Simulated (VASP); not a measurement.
# C (Fd-3m) in VASP: settings compared

The runs below take C through single point, with r2SCAN+D3(BJ), HSE06.

Program: VASP 6.6.1. These are calculated values, not measurements. Logs are shortened: lines on timing, memory, paths and dates and some standing lists are left out, and cuts for length are marked.

## (1) The cell of the first run

Symmetry: Fd-3m, No. 227, cubic system. Conventional cell: a = 3.519 Å, b = 3.519 Å, c = 3.519 Å, α = 90.00°, β = 90.00°, γ = 90.00°. Within 2.0 Å of C (site symmetry -43m) lie 4 C at 1.52 Å.

## (2) Single point, r2SCAN+D3(BJ)

POSCAR

```
C
1.0
    0.0000000000      1.7592674508      1.7592674508
    1.7592674508      0.0000000000      1.7592674508
    1.7592674508      1.7592674508      0.0000000000
C
2
Direct
    0.7500000000      0.7500000000      0.7500000000
    0.5000000000      0.5000000000      0.5000000000
```

INCAR.step1

```
SYSTEM = C
PREC = Accurate
ENCUT = 520
ISMEAR = -1
SIGMA = 0.05
LREAL = .False.
LASPH = .True.
NELM = 80
NBANDS = 11
GGA = PE
ALGO = Normal
EDIFF = 1E-4
LWAVE = .True.
LCHARG = .False.
```

INCAR.step2

```
SYSTEM = C
PREC = Accurate
ENCUT = 520
EDIFF = 1E-7
ISMEAR = -1
SIGMA = 0.05
LREAL = .False.
LASPH = .True.
NELM = 80
ALGO = Normal
ISIF = 2
LWAVE = .False.
LCHARG = .True.
METAGGA = R2SCAN
LMIXTAU = .True.
IVDW = 12
VDW_S6 = 1.0
VDW_S8 = 0.78981345
VDW_A1 = 0.49484001
VDW_A2 = 5.73083694
LELF = .True.
LVHAR = .True.
NBANDS = 11
ISTART = 1
```

KPOINTS

```
Automatic mesh
0
Gamma
  13 13 13
  0 0 0
```

Potentials or basis: VASP PAW PBE potentials, release 64 (C).

Started as:

```bash
$ cat potpaw_PBE.64/C/POTCAR > POTCAR
$ cp INCAR.step1 INCAR
$ mpirun -np 1 vasp_std > vasp.out
$ cp INCAR.step2 INCAR
$ mpirun -np 1 vasp_std > vasp.out
```

OUTCAR:

```text
SYSTEM = C
   PREC = Accurate
   ENCUT = 520
   EDIFF = 1E-7
   ISMEAR = -1
   LREAL = .False.
   LASPH = .True.
   NELM = 80
   ISIF = 2
   METAGGA = R2SCAN
   IVDW = 12
   ISTART = 1
 IVDW          = 12

 ion  position               nearest neighbor table
   1  0.750  0.750  0.750-   2 1.52   2 1.52   2 1.52   2 1.52
   2  0.500  0.500  0.500-   1 1.52   1 1.52   1 1.52   1 1.52

  LATTYP: Found a face centered cubic cell.
 ALAT       =     3.5185349016

  Lattice vectors:

 A1 = (   0.0000000000,   1.7592674508,   1.7592674508)
 A2 = (   1.7592674508,   0.0000000000,   1.7592674508)
 A3 = (   1.7592674508,   1.7592674508,   0.0000000000)

Analysis of symmetry for initial positions (statically):
=====================================================================
 Subroutine PRICEL returns:
 Original cell was already a primitive cell.

 Routine SETGRP: Setting up the symmetry group for a
 face centered cubic supercell.

 Subroutine GETGRP returns: Found 48 space group operations
 (whereof 24 operations were pure point group operations)
 out of a pool of 48 trial point group operations.

The static configuration has the point symmetry T_d .
 The point group associated with its full space group is O_h .

Analysis of symmetry for dynamics (positions and initial velocities):
=====================================================================
 Subroutine PRICEL returns:
 Original cell was already a primitive cell.

 Routine SETGRP: Setting up the symmetry group for a
 face centered cubic supercell.

 Subroutine GETGRP returns: Found 48 space group operations
 (whereof 24 operations were pure point group operations)
 out of a pool of 48 trial point group operations.

The dynamic configuration has the point symmetry T_d .
 The point group associated with its full space group is O_h .

 Subroutine INISYM returns: Found 48 space group operations
 (whereof 24 operations are pure point group operations),
 and found     1 'primitive' translations

----------------------------------------------------------------------------------------

                                     Primitive cell

  volume of cell :      10.8899

  direct lattice vectors                    reciprocal lattice vectors
     0.000000000  1.759267451  1.759267451    -0.284209203  0.284209203  0.284209203
     1.759267451  0.000000000  1.759267451     0.284209203 -0.284209203  0.284209203
     1.759267451  1.759267451  0.000000000     0.284209203  0.284209203 -0.284209203

  length of vectors
[... 90 lines left out ...]
   POTIM  = 0.5000    time-step for ionic-motion
   TEBEG  =    0.0;   TEEND  =   0.0 temperature during run
   PSTRESS=    0.0 pullay stress
   NELECT =       8.0000    total number of electrons
   NUPDOWN=      -1.0000    fix difference up-down
   EMIN   =  10.00;   EMAX   =-10.00  energy-range for DOS
   EFERMI =   0.00;   METHOD = LEGACY
   ISMEAR =    -1;   SIGMA  =   0.05  broadening in eV -4-tet -1-fermi 0-gaus
   EFERMI_NEDOS =   21; number of points for ismear=-14 and -15
   IALGO  =     38    algorithm
   IMIX   =      4    mixing-type and parameters
     AMIX     =   0.40;   BMIX     =  1.00
     AMIX_MAG =   1.60;   BMIX_MAG =  1.00
  volume/ion in A,a.u.               =       5.44        36.74
  Fermi-wavevector in a.u.,A,eV,Ry     =   1.477167  2.791441 29.688220  2.182023
  Thomas-Fermi vector in A             =   2.591604
   LORBIT       =      0    0 simple, 1 ext, 2 COOP (PROOUT), +10 PAW based schemes
   METAGGA = R2SCAN    functional components
   LHFCALC =     F    Hartree Fock is set to
   AEXX    =    0.0000 exact exchange contribution
   IVDW    =    12    specifies the selected vdW correction
   LEPSILON=     F    determine dielectric tensor
   LRPA    =     F    only Hartree local field effects (RPA)
 non-spin polarized calculation
  energy-cutoff  :      520.00
  volume of cell :       10.89
 maximum number of plane-waves:       304
   NGX =  9   NGY =  9   NGZ =  9

 number of electron       7.9999999 magnetization

 Free energy of the ion-electron system (eV)
  ---------------------------------------------------
  ext. energy  EPLUGINS =         0.00000000
  ---------------------------------------------------
  free energy    TOTEN  =       -19.63319126 eV

  energy without entropy =      -19.63319126  energy(sigma->0) =      -19.63319126

 E-fermi :  11.1804     XC(G=0): -14.4834

 val. band max:       10.3151359048   @ k =   0.0000   0.0000   0.0000
 cond. band min:      14.7448812528   @ k =   0.3846   0.3846   0.0000
 fundamental gap:      4.4297453480
 Fermi energy:        11.1804344210

 k-point     1 :       0.0000    0.0000    0.0000
  band No.  band energies     occupation
      1     -12.9534      2.00000
      2      10.3151      2.00000
      3      10.3151      2.00000
      4      10.3151      2.00000
      5      16.2637      0.00000
      6      16.2637      0.00000
      7      16.2637      0.00000
      8      25.1259      0.00000
      9      31.2811      0.00000
     10      38.1617      0.00000
     11      38.1617      0.00000
[... 309 lines left out ...]
 k-point    24 :       0.4615    0.1538    0.0000
  band No.  band energies     occupation
      1      -7.5697      2.00000
      2      -1.9153      2.00000
      3       5.4547      2.00000
      4       6.0121      2.00000
      5      17.9055      0.00000
      6      21.7510      0.00000
      7      22.2378      0.00000
      8      25.4451      0.00000
      9      32.6627      0.00000
     10      35.7081      0.00000
     11      39.2904      0.00000

 [... further k-points ...]

------------------------ aborting loop because EDIFF is reached ----------------------------------------

 Edisp (eV)   -0.18755

 E8    (eV) :    -0.0390

  FORCE on cell =-STRESS in cart. coord.  units (eV):
  Direction    XX          YY          ZZ          XY          YZ          ZX
  --------------------------------------------------------------------------------------
  -------------------------------------------------------------------------------------
  Total       1.05300     1.05300     1.05300     0.00000     0.00000     0.00000
  in kB     154.92264   154.92264   154.92264     0.00000     0.00000     0.00000
  external pressure =      154.92 kB  Pullay stress =        0.00 kB

 VOLUME and BASIS-vectors are now :
 -----------------------------------------------------------------------------
  energy-cutoff  :      520.00
  volume of cell :       10.89
      direct lattice vectors                 reciprocal lattice vectors
     0.000000000  1.759267451  1.759267451    -0.284209203  0.284209203  0.284209203
     1.759267451  0.000000000  1.759267451     0.284209203 -0.284209203  0.284209203
     1.759267451  1.759267451  0.000000000     0.284209203  0.284209203 -0.284209203

 POSITION                                       TOTAL-FORCE (eV/Angst)
 -----------------------------------------------------------------------------------
      2.63890      2.63890      2.63890        -0.000000     -0.000000     -0.000000
      1.75927      1.75927      1.75927         0.000000      0.000000      0.000000
 -----------------------------------------------------------------------------------
    total drift:                                0.000000     -0.000000      0.000000

  FREE ENERGIE OF THE ION-ELECTRON SYSTEM (eV)
  ---------------------------------------------------
  free  energy   TOTEN  =       -19.8207427285 eV

  energy  without entropy=      -19.8207427285  energy(sigma->0) =      -19.82074273
```

OUTCAR.step1:

```text
SYSTEM = C
   PREC = Accurate
   ENCUT = 520
   ISMEAR = -1
   LREAL = .False.
[... 559 lines left out ...]
      2.63890      2.63890      2.63890         0.000000      0.000000      0.000000
      1.75927      1.75927      1.75927        -0.000000     -0.000000     -0.000000
 -----------------------------------------------------------------------------------
    total drift:                                0.000000     -0.000000      0.000000

  FREE ENERGIE OF THE ION-ELECTRON SYSTEM (eV)
  ---------------------------------------------------
  free  energy   TOTEN  =       -18.1508203829 eV

  energy  without entropy=      -18.1508203828  energy(sigma->0) =      -18.15082038
```

It took 30 s on 1 thread of Intel Xeon Platinum 8375C at 2.90GHz (Ice Lake), shared host; peak memory 0.13 GiB.

Results:

```
Free energy                : -19.8207 eV
Pressure                   : 15.5 GPa
Band gap on the k mesh     : 4.43 eV, indirect (least direct gap 5.95 eV)
Dispersion energy per atom : -0.094 eV
```

Caveat: the PAW data sets were made with another functional, which shifts forces and pressure a little. A k mesh can miss the band edges.

## (3) Single point, r2SCAN+D3(BJ)

This run uses another cell than the first one, of 5.56 Å³/atom, 1.021 times its volume.

POSCAR

```
C
1.0
    0.0000000000      1.7714007132      1.7714007132
    1.7714007132      0.0000000000      1.7714007132
    1.7714007132      1.7714007132      0.0000000000
C
2
Direct
    0.7500000000      0.7500000000      0.7500000000
    0.5000000000      0.5000000000      0.5000000000
```

INCAR.step1

```
SYSTEM = C
  PREC = Accurate
  ENCUT = 520
  ISMEAR = -1
  SIGMA = 0.05
  LREAL = .FALSE.
  LASPH = .TRUE.
  NELM = 100
  NBANDS = 11
  GGA = PE
  ALGO = Normal
  EDIFF = 1E-4
  LWAVE = .TRUE.
  LCHARG = .FALSE.
```

INCAR.step2

```
SYSTEM = C
  PREC = Accurate
  ENCUT = 520
  EDIFF = 1E-6
  ISMEAR = -1
  SIGMA = 0.05
  LREAL = .FALSE.
  LASPH = .TRUE.
  NELM = 100
  ALGO = Normal
  ISIF = 2
  LWAVE = .FALSE.
  LCHARG = .FALSE.
  METAGGA = R2SCAN
  LMIXTAU = .TRUE.
  IVDW = 12
  VDW_S6 = 1.0
  VDW_S8 = 0.78981345
  VDW_A1 = 0.49484001
  VDW_A2 = 5.73083694
  NBANDS = 11
  ISTART = 1
```

KPOINTS

```
regular mesh
0
G
  13 13 13
  0 0 0
```

Potentials or basis: VASP PAW PBE potentials, release 64 (C).

Started as:

```bash
$ cat potpaw_PBE.64/C/POTCAR > POTCAR
$ cp INCAR.step1 INCAR
$ mpirun -np 1 vasp_std > vasp.out
$ cp INCAR.step2 INCAR
$ mpirun -np 1 vasp_std > vasp.out
```

OUTCAR:

```text
SYSTEM = C
   PREC = Accurate
   ENCUT = 520
   EDIFF = 1E-6
   ISMEAR = -1
   LREAL = .FALSE.
   LASPH = .TRUE.
   NELM = 100
   ISIF = 2
   METAGGA = R2SCAN
   IVDW = 12
   ISTART = 1
 IVDW          = 12

 ion  position               nearest neighbor table
   1  0.750  0.750  0.750-   2 1.53   2 1.53   2 1.53   2 1.53
   2  0.500  0.500  0.500-   1 1.53   1 1.53   1 1.53   1 1.53

  LATTYP: Found a face centered cubic cell.
 ALAT       =     3.5428014264

  Lattice vectors:

 A1 = (   0.0000000000,   1.7714007132,   1.7714007132)
 A2 = (   1.7714007132,   0.0000000000,   1.7714007132)
 A3 = (   1.7714007132,   1.7714007132,   0.0000000000)

Analysis of symmetry for initial positions (statically):
=====================================================================
 Subroutine PRICEL returns:
 Original cell was already a primitive cell.

 Routine SETGRP: Setting up the symmetry group for a
 face centered cubic supercell.

 Subroutine GETGRP returns: Found 48 space group operations
 (whereof 24 operations were pure point group operations)
 out of a pool of 48 trial point group operations.

The static configuration has the point symmetry T_d .
 The point group associated with its full space group is O_h .

Analysis of symmetry for dynamics (positions and initial velocities):
=====================================================================
 Subroutine PRICEL returns:
 Original cell was already a primitive cell.

 Routine SETGRP: Setting up the symmetry group for a
 face centered cubic supercell.

 Subroutine GETGRP returns: Found 48 space group operations
 (whereof 24 operations were pure point group operations)
 out of a pool of 48 trial point group operations.

The dynamic configuration has the point symmetry T_d .
 The point group associated with its full space group is O_h .

 Subroutine INISYM returns: Found 48 space group operations
 (whereof 24 operations are pure point group operations),
 and found     1 'primitive' translations

----------------------------------------------------------------------------------------

                                     Primitive cell

  volume of cell :      11.1168

  direct lattice vectors                    reciprocal lattice vectors
     0.000000000  1.771400713  1.771400713    -0.282262503  0.282262503  0.282262503
     1.771400713  0.000000000  1.771400713     0.282262503 -0.282262503  0.282262503
     1.771400713  1.771400713  0.000000000     0.282262503  0.282262503 -0.282262503

  length of vectors
     2.505138913  2.505138913  2.505138913     0.488892997  0.488892997  0.488892997

  position of ions in fractional coordinates (direct lattice)
     0.750000000  0.750000000  0.750000000
     0.500000000  0.500000000  0.500000000

  ion indices of the primitive-cell ions
   primitive index   ion index
                 1           1
                 2           2

----------------------------------------------------------------------------------------

 KPOINTS: regular mesh

Automatic generation of k-mesh.
 Grid dimensions read from file:
 generate k-points for:   13   13   13

 Generating k-lattice:

[... 23 lines left out ...]
  0.384615  0.000000  0.000000      8.000000
[... 16 lines left out ...]
  0.384615  0.153846  0.000000     24.000000
  0.461538  0.153846  0.000000     24.000000
 [... further k-points ...]
   k-points           NKPTS =     84   k-points in BZ     NKDIM =     84   number of bands    NBANDS=     11
   number of dos      NEDOS =    301   number of ions     NIONS =      2
   total plane-waves  NPLWV =   8000
   dimension x,y,z NGX =    20 NGY =   20 NGZ =   20
   dimension x,y,z NGXF=    40 NGYF=   40 NGZF=   40
   ions per type =               2
   NGX,Y,Z   is equivalent  to a cutoff of  13.27, 13.27, 13.27 a.u.
   NGXF,Y,Z  is equivalent  to a cutoff of  26.54, 26.54, 26.54 a.u.
 SYSTEM =  C
   PREC   = accura    normal or accurate (medium, high low for compatibility)
   ISTART =      1    job   : 0-new  1-cont  2-samecut
   ICHARG =      0    charge: 1-file 2-atom 10-const
   ISPIN  =      1    spin polarized calculation?
   LNONCOLLINEAR =      F non collinear calculations
   LSORBIT =      F    spin-orbit coupling
   LASPH  =      T    aspherical Exc in radial PAW
   ENCUT  =  520.0 eV  38.22 Ry    6.18 a.u.   4.66  4.66  4.66*2*pi/ulx,y,z
   NELM   =    100;   NELMIN=  2; NELMDL=  0     # of ELM steps
   EDIFF  = 0.1E-05   stopping-criterion for ELM
   LREAL  =      F    real-space projection
   EDIFFG = 0.1E-04   stopping-criterion for IOM
   NSW    =      0    number of steps for IOM
   IBRION =     -1    ionic relax: 0-MD 1-quasi-New 2-CG
   NFREE  =      0    steps in history (QN), initial steepest desc. (CG)
   ISIF   =      2    stress and relaxation
   ISYM   =      2    0-nonsym 1-usesym 2-fastsym
   POTIM  = 0.5000    time-step for ionic-motion
   TEBEG  =    0.0;   TEEND  =   0.0 temperature during run
   PSTRESS=    0.0 pullay stress
   NELECT =       8.0000    total number of electrons
   NUPDOWN=      -1.0000    fix difference up-down
   EMIN   =  10.00;   EMAX   =-10.00  energy-range for DOS
   EFERMI =   0.00;   METHOD = LEGACY
   ISMEAR =    -1;   SIGMA  =   0.05  broadening in eV -4-tet -1-fermi 0-gaus
   EFERMI_NEDOS =   21; number of points for ismear=-14 and -15
   IALGO  =     38    algorithm
   IMIX   =      4    mixing-type and parameters
     AMIX     =   0.40;   BMIX     =  1.00
     AMIX_MAG =   1.60;   BMIX_MAG =  1.00
  volume/ion in A,a.u.               =       5.56        37.51
  Fermi-wavevector in a.u.,A,eV,Ry     =   1.467049  2.772321 29.282913  2.152233
  Thomas-Fermi vector in A             =   2.582714
   LORBIT       =      0    0 simple, 1 ext, 2 COOP (PROOUT), +10 PAW based schemes
   METAGGA = R2SCAN    functional components
   LHFCALC =     F    Hartree Fock is set to
   AEXX    =    0.0000 exact exchange contribution
   IVDW    =    12    specifies the selected vdW correction
   LEPSILON=     F    determine dielectric tensor
   LRPA    =     F    only Hartree local field effects (RPA)
 non-spin polarized calculation
  energy-cutoff  :      520.00
  volume of cell :       11.12
 maximum number of plane-waves:       310
   NGX =  9   NGY =  9   NGZ =  9

 number of electron       7.9999999 magnetization

 Free energy of the ion-electron system (eV)
  ---------------------------------------------------
  ext. energy  EPLUGINS =         0.00000000
  ---------------------------------------------------
  free energy    TOTEN  =       -19.65221181 eV

  energy without entropy =      -19.65221181  energy(sigma->0) =      -19.65221181

 E-fermi :  10.9072     XC(G=0): -14.3692

 val. band max:       10.0086155460   @ k =   0.0000   0.0000   0.0000
 cond. band min:      14.3913395459   @ k =   0.3846   0.3846   0.0000
 fundamental gap:      4.3827239999
 Fermi energy:        10.9072498657

 k-point     1 :       0.0000    0.0000    0.0000
  band No.  band energies     occupation
      1     -12.9685      2.00000
      2      10.0086      2.00000
      3      10.0086      2.00000
      4      10.0086      2.00000
      5      15.8998      0.00000
      6      15.8998      0.00000
      7      15.8998      0.00000
      8      24.3144      0.00000
      9      30.6830      0.00000
     10      37.6222      0.00000
     11      37.6222      0.00000
[... 309 lines left out ...]
 k-point    24 :       0.4615    0.1538    0.0000
  band No.  band energies     occupation
      1      -7.6700      2.00000
      2      -2.0439      2.00000
      3       5.2190      2.00000
      4       5.7896      2.00000
      5      17.5161      0.00000
      6      21.2984      0.00000
      7      21.6566      0.00000
      8      24.9312      0.00000
      9      32.0826      0.00000
     10      34.9912      0.00000
     11      38.6654      0.00000

 [... further k-points ...]

------------------------ aborting loop because EDIFF is reached ----------------------------------------

 Edisp (eV)   -0.18367

 E8    (eV) :    -0.0382

  FORCE on cell =-STRESS in cart. coord.  units (eV):
  Direction    XX          YY          ZZ          XY          YZ          ZX
  --------------------------------------------------------------------------------------
  -------------------------------------------------------------------------------------
  Total       0.37043     0.37043     0.37043     0.00000     0.00000     0.00000
  in kB      53.38653    53.38653    53.38653     0.00000     0.00000     0.00000
  external pressure =       53.39 kB  Pullay stress =        0.00 kB

 VOLUME and BASIS-vectors are now :
 -----------------------------------------------------------------------------
  energy-cutoff  :      520.00
  volume of cell :       11.12
      direct lattice vectors                 reciprocal lattice vectors
     0.000000000  1.771400713  1.771400713    -0.282262503  0.282262503  0.282262503
     1.771400713  0.000000000  1.771400713     0.282262503 -0.282262503  0.282262503
     1.771400713  1.771400713  0.000000000     0.282262503  0.282262503 -0.282262503

 POSITION                                       TOTAL-FORCE (eV/Angst)
 -----------------------------------------------------------------------------------
      2.65710      2.65710      2.65710         0.000000      0.000000      0.000000
      1.77140      1.77140      1.77140        -0.000000     -0.000000     -0.000000
 -----------------------------------------------------------------------------------
    total drift:                                0.000000     -0.000000      0.000000

  FREE ENERGIE OF THE ION-ELECTRON SYSTEM (eV)
  ---------------------------------------------------
  free  energy   TOTEN  =       -19.8358854814 eV

  energy  without entropy=      -19.8358854814  energy(sigma->0) =      -19.83588548
```

It took 30 s on 1 thread of Intel Xeon Platinum 8375C at 2.90GHz (Ice Lake), shared host; peak memory 0.14 GiB.

What came out:

| Property | Result |
| --- | --- |
| Free energy | -19.8359 eV |
| Pressure | 5.3 GPa |
| Band gap on the k mesh | 4.38 eV, indirect (least direct gap 5.89 eV) |
| Dispersion energy per atom | -0.092 eV |

Levels at points of the mesh, in eV from the valence-band top:
```csv
k point,band 1,band 2,band 3,band 4,band 5,band 6,band 7,band 8,band 9
"(0.00, 0.00, 0.00)",-22.98,0.00,0.00,0.00,5.89,5.89,5.89,14.31,20.67
```

Caveat: the PAW data sets were made with another functional, which shifts forces and pressure a little. r2SCAN opens gaps a little over a GGA but as a rule still falls short of measured ones.

(Part 1 of 2 ends here.)
